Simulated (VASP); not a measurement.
# YN (Fm-3m) in VASP: single point with PBEsol

Aim: the single point of YN with PBEsol.

Program: VASP 6.6.1. These are calculated values, not measurements. Logs are shortened: lines on timing, memory, paths and dates and some standing lists are left out, and cuts for length are marked.

## Step 1: The cell of the first run

Symmetry: Fm-3m, No. 225, cubic system. Conventional cell: a = 4.856 Å, b = 4.856 Å, c = 4.856 Å, α = 90.00°, β = 90.00°, γ = 90.00°. Within 3.2 Å of Y (site symmetry m-3m) lie 6 N at 2.43 Å. Within 3.2 Å of N (site symmetry m-3m) lie 6 Y at 2.43 Å.

## Step 2: Single point, PBEsol

Input file INCAR:

```
SYSTEM = YN
ALGO     = Normal         ! electronic algorithm
EDIFF    = 1E-6           ! SCF threshold, eV
ENCUT    = 600            ! plane-wave cutoff, eV
GGA      = PS             ! functional
GGA_COMPAT= .False.      
ISIF     = 2              ! what is computed and relaxed
ISMEAR   = -1             ! smearing method
LASPH    = .True.         ! aspherical terms in the spheres
LCHARG   = .True.         ! write CHGCAR
LELF     = .True.         ! ELF
LREAL    = .False.        ! projectors in reciprocal space
LVHAR    = .True.       
LWAVE    = .False.        ! write WAVECAR
NBANDS   = 15             ! bands
NELM     = 120            ! most SCF steps
PREC     = Accurate       ! precision mode
SIGMA    = 0.1            ! smearing width, eV
```

Input file KPOINTS:

```
k-points
0
Gamma
  14 14 14
  0 0 0
```

Input file POSCAR:

```
YN
1.0
    0.0000000000      2.4279804210      2.4279804210
    2.4279804210      0.0000000000      2.4279804210
    2.4279804210      2.4279804210      0.0000000000
Y N
1 1
Direct
    0.0000000000      0.0000000000      0.0000000000
    0.5000000000      0.5000000000      0.5000000000
```

Potentials or basis: VASP PAW PBE potentials, release 64 (Y_sv, N).

Run with:

```
$ cat potpaw_PBE.64/Y_sv/POTCAR potpaw_PBE.64/N/POTCAR > POTCAR
$ mpirun -np 1 vasp_std > vasp.out
```

OUTCAR:

```text
SYSTEM = YN
   EDIFF = 1E-6
   ENCUT = 600
   GGA = PS
   ISIF = 2
   ISMEAR = -1
   LASPH = .True.
   LREAL = .False.
   NELM = 120
   PREC = Accurate

 ion  position               nearest neighbor table
   1  0.000  0.000  0.000-   2 2.43   2 2.43   2 2.43   2 2.43   2 2.43   2 2.43
   2  0.500  0.500  0.500-   1 2.43   1 2.43   1 2.43   1 2.43   1 2.43   1 2.43

  LATTYP: Found a face centered cubic cell.
 ALAT       =     4.8559608420

  Lattice vectors:

 A1 = (   0.0000000000,   2.4279804210,   2.4279804210)
 A2 = (   2.4279804210,   0.0000000000,   2.4279804210)
 A3 = (   2.4279804210,   2.4279804210,   0.0000000000)

Analysis of symmetry for initial positions (statically):
=====================================================================
 Subroutine PRICEL returns:
 Original cell was already a primitive cell.

 Routine SETGRP: Setting up the symmetry group for a
 face centered cubic supercell.

 Subroutine GETGRP returns: Found 48 space group operations
 (whereof 48 operations were pure point group operations)
 out of a pool of 48 trial point group operations.

The static configuration has the point symmetry O_h .

Analysis of symmetry for dynamics (positions and initial velocities):
=====================================================================
 Subroutine PRICEL returns:
 Original cell was already a primitive cell.

 Routine SETGRP: Setting up the symmetry group for a
 face centered cubic supercell.

 Subroutine GETGRP returns: Found 48 space group operations
 (whereof 48 operations were pure point group operations)
 out of a pool of 48 trial point group operations.

The dynamic configuration has the point symmetry O_h .

 Subroutine INISYM returns: Found 48 space group operations
 (whereof 48 operations are pure point group operations),
 and found     1 'primitive' translations

----------------------------------------------------------------------------------------

                                     Primitive cell

  volume of cell :      28.6263

  direct lattice vectors                    reciprocal lattice vectors
     0.000000000  2.427980421  2.427980421    -0.205932468  0.205932468  0.205932468
     2.427980421  0.000000000  2.427980421     0.205932468 -0.205932468  0.205932468
     2.427980421  2.427980421  0.000000000     0.205932468  0.205932468 -0.205932468

  length of vectors
     3.433682841  3.433682841  3.433682841     0.356685497  0.356685497  0.356685497

  position of ions in fractional coordinates (direct lattice)
     0.000000000  0.000000000  0.000000000
     0.500000000  0.500000000  0.500000000

  ion indices of the primitive-cell ions
   primitive index   ion index
                 1           1
                 2           2

----------------------------------------------------------------------------------------

 KPOINTS: k-points

Automatic generation of k-mesh.
 Grid dimensions read from file:
 generate k-points for:   14   14   14

 Generating k-lattice:

  Cartesian coordinates                     Fractional coordinates (reciprocal lattice)
    -0.014709462  0.014709462  0.014709462     0.071428571  0.000000000  0.000000000
     0.014709462 -0.014709462  0.014709462     0.000000000  0.071428571  0.000000000
     0.014709462  0.014709462 -0.014709462     0.000000000  0.000000000  0.071428571

  Length of vectors
     0.025477536  0.025477536  0.025477536

  Shift w.r.t. Gamma in fractional coordinates (k-lattice)
     0.000000000  0.000000000  0.000000000

 Subroutine IBZKPT returns following result:
 ===========================================

 Found    104 irreducible k-points:

 Following reciprocal coordinates:
            Coordinates               Weight
  0.000000  0.000000  0.000000      1.000000
  0.071429  0.000000  0.000000      8.000000
  0.142857  0.000000  0.000000      8.000000
  0.214286  0.000000  0.000000      8.000000
  0.285714  0.000000  0.000000      8.000000
  0.357143  0.000000  0.000000      8.000000
[... 16 lines left out ...]
  0.214286  0.142857  0.000000     24.000000
  0.285714  0.142857  0.000000     24.000000
 [... further k-points ...]
   k-points           NKPTS =    104   k-points in BZ     NKDIM =    104   number of bands    NBANDS=     15
   number of dos      NEDOS =    301   number of ions     NIONS =      2
   total plane-waves  NPLWV =  21952
   dimension x,y,z NGX =    28 NGY =   28 NGZ =   28
   dimension x,y,z NGXF=    56 NGYF=   56 NGZF=   56
   ions per type =               1   1
   NGX,Y,Z   is equivalent  to a cutoff of  13.56, 13.56, 13.56 a.u.
   NGXF,Y,Z  is equivalent  to a cutoff of  27.11, 27.11, 27.11 a.u.
 SYSTEM =  YN
   PREC   = accura    normal or accurate (medium, high low for compatibility)
   ISTART =      0    job   : 0-new  1-cont  2-samecut
   ICHARG =      2    charge: 1-file 2-atom 10-const
   ISPIN  =      1    spin polarized calculation?
   LNONCOLLINEAR =      F non collinear calculations
   LSORBIT =      F    spin-orbit coupling
   LASPH  =      T    aspherical Exc in radial PAW
   ENCUT  =  600.0 eV  44.10 Ry    6.64 a.u.   6.86  6.86  6.86*2*pi/ulx,y,z
   NELM   =    120;   NELMIN=  2; NELMDL= -5     # of ELM steps
   EDIFF  = 0.1E-05   stopping-criterion for ELM
   LREAL  =      F    real-space projection
   EDIFFG = 0.1E-04   stopping-criterion for IOM
   NSW    =      0    number of steps for IOM
   IBRION =     -1    ionic relax: 0-MD 1-quasi-New 2-CG
   NFREE  =      0    steps in history (QN), initial steepest desc. (CG)
   ISIF   =      2    stress and relaxation
   ISYM   =      2    0-nonsym 1-usesym 2-fastsym
   POTIM  = 0.5000    time-step for ionic-motion
   TEBEG  =    0.0;   TEEND  =   0.0 temperature during run
   PSTRESS=    0.0 pullay stress
   NELECT =      16.0000    total number of electrons
   NUPDOWN=      -1.0000    fix difference up-down
   EMIN   =  10.00;   EMAX   =-10.00  energy-range for DOS
   EFERMI =   0.00;   METHOD = LEGACY
   ISMEAR =    -1;   SIGMA  =   0.10  broadening in eV -4-tet -1-fermi 0-gaus
   EFERMI_NEDOS =   21; number of points for ismear=-14 and -15
   IALGO  =     38    algorithm
   IMIX   =      4    mixing-type and parameters
     AMIX     =   0.40;   BMIX     =  1.00
     AMIX_MAG =   1.60;   BMIX_MAG =  1.00
  volume/ion in A,a.u.               =      14.31        96.59
  Fermi-wavevector in a.u.,A,eV,Ry     =   1.348527  2.548347 24.742536  1.818525
  Thomas-Fermi vector in A             =   2.476189
   LORBIT       =      0    0 simple, 1 ext, 2 COOP (PROOUT), +10 PAW based schemes
   GGA     = PS    functional components
   LHFCALC =     F    Hartree Fock is set to
   AEXX    =    0.0000 exact exchange contribution
   IVDW    =     0    specifies the selected vdW correction
   LEPSILON=     F    determine dielectric tensor
   LRPA    =     F    only Hartree local field effects (RPA)
 non-spin polarized calculation
  energy-cutoff  :      600.00
  volume of cell :       28.63
 maximum number of plane-waves:       982
   NGX = 13   NGY = 13   NGZ = 13

 number of electron      16.0000001 magnetization

 Free energy of the ion-electron system (eV)
  ---------------------------------------------------
  ext. energy  EPLUGINS =         0.00000000
  ---------------------------------------------------
  free energy    TOTEN  =       -19.13395155 eV

  energy without entropy =      -19.13197679  energy(sigma->0) =      -19.13296417

 E-fermi :   4.2273     XC(G=0): -11.5455

 val. band max:        4.1999249604   @ k =   0.5000   0.5000   0.0000
 cond. band min:       4.3016785478   @ k =   0.4286   0.4286   0.0000
 fundamental gap:      0.1017535874
 Fermi energy:         4.2273082493

 k-point     1 :       0.0000    0.0000    0.0000
  band No.  band energies     occupation
      1     -36.4754      2.00000
      2     -16.1256      2.00000
      3     -16.1256      2.00000
      4     -16.1256      2.00000
      5      -8.7951      2.00000
      6       4.1233      1.47780
      7       4.1233      1.47780
      8       4.1233      1.47780
      9       7.2528      0.00000
     10       7.2528      0.00000
     11       7.2528      0.00000
     12       8.3866      0.00000
     13       9.3114      0.00000
     14       9.3114      0.00000
     15      14.8895      0.00000

 k-point     2 :       0.0714    0.0000    0.0000
  band No.  band energies     occupation
      1     -36.4689      2.00000
      2     -16.1981      2.00000
      3     -16.1302      2.00000
      4     -16.1302      2.00000
      5      -8.6963      2.00000
      6       3.7709      1.97938
      7       3.9318      1.90099
      8       3.9318      1.90099
      9       7.2985      0.00000
     10       7.3855      0.00000
     11       7.3855      0.00000
     12       8.6994      0.00000
     13       9.5884      0.00000
     14       9.5884      0.00000
     15      15.2424      0.00000

 k-point     3 :       0.1429    0.0000    0.0000
  band No.  band energies     occupation
      1     -36.4505      2.00000
      2     -16.3929      2.00000
      3     -16.1429      2.00000
      4     -16.1429      2.00000
      5      -8.4250      2.00000
      6       2.9750      1.99999
      7       3.4786      1.99888
      8       3.4786      1.99888
      9       7.3986      0.00000
     10       7.7512      0.00000
     11       7.7512      0.00000
     12       9.4664      0.00000
     13      10.3148      0.00000
     14      10.3148      0.00000
     15      16.1912      0.00000
[... 343 lines left out ...]
 k-point    23 :       0.2143    0.1429    0.0000
  band No.  band energies     occupation
      1     -36.4224      2.00000
      2     -16.5429      2.00000
      3     -16.2255      2.00000
      4     -16.2139      2.00000
      5      -8.1488      2.00000
      6       1.8676      2.00000
      7       3.4825      1.99884
      8       3.5783      1.99697
      9       6.2670      0.00000
     10       8.9179      0.00000
     11       8.9868      0.00000
     12       9.4872      0.00000
     13       9.9936      0.00000
     14      12.6216      0.00000
     15      17.5370      0.00000

 k-point    24 :       0.2857    0.1429    0.0000
  band No.  band energies     occupation
      1     -36.3965      2.00000
      2     -16.7628      2.00000
      3     -16.2531      2.00000
      4     -16.2347      2.00000
      5      -7.8712      2.00000
      6       1.4232      2.00000
      7       2.9280      2.00000
      8       3.1956      1.99993
      9       6.4706      0.00000
     10       9.4644      0.00000
     11       9.6110      0.00000
     12      10.2454      0.00000
     13      10.7881      0.00000
     14      13.4320      0.00000
     15      18.5192      0.00000

 [... further k-points ...]
[... 5 lines left out ...]
  --------------------------------------------------------------------------------------
  -------------------------------------------------------------------------------------
  Total       -0.0400427     -0.0400427     -0.0400427      0.0000000      0.0000000      0.0000000
  in kB       -2.2411347     -2.2411347     -2.2411347      0.0000000      0.0000000      0.0000000
  external PRESSURE =      -2.2411347 kB  Pullay stress =       0.0000000 kB

 VOLUME and BASIS-vectors are now :
 -----------------------------------------------------------------------------
  energy-cutoff  :      600.00
  volume of cell :       28.63
      direct lattice vectors                 reciprocal lattice vectors
     0.000000000  2.427980421  2.427980421    -0.205932468  0.205932468  0.205932468
     2.427980421  0.000000000  2.427980421     0.205932468 -0.205932468  0.205932468
     2.427980421  2.427980421  0.000000000     0.205932468  0.205932468 -0.205932468

 POSITION                                       TOTAL-FORCE (eV/Angst)
 -----------------------------------------------------------------------------------
      0.00000      0.00000      0.00000         0.000000      0.000000      0.000000
      2.42798      2.42798      2.42798        -0.000000     -0.000000     -0.000000
 -----------------------------------------------------------------------------------
    total drift:                                0.000000      0.000000      0.000000

  FREE ENERGIE OF THE ION-ELECTRON SYSTEM (eV)
  ---------------------------------------------------
  free  energy   TOTEN  =       -19.1339515541 eV

  energy  without entropy=      -19.1319767909  energy(sigma->0) =      -19.13296417
```

Wall time 23 s (1 thread of Intel Xeon 6975P-C (Granite Rapids), shared host); peak memory 0.22 GiB.

What came out:

| Item | Value |
| --- | --- |
| Free energy | -19.1340 eV |
| Pressure | -0.2 GPa |

Caveat: the PAW data sets were made with another functional, which shifts forces and pressure a little.
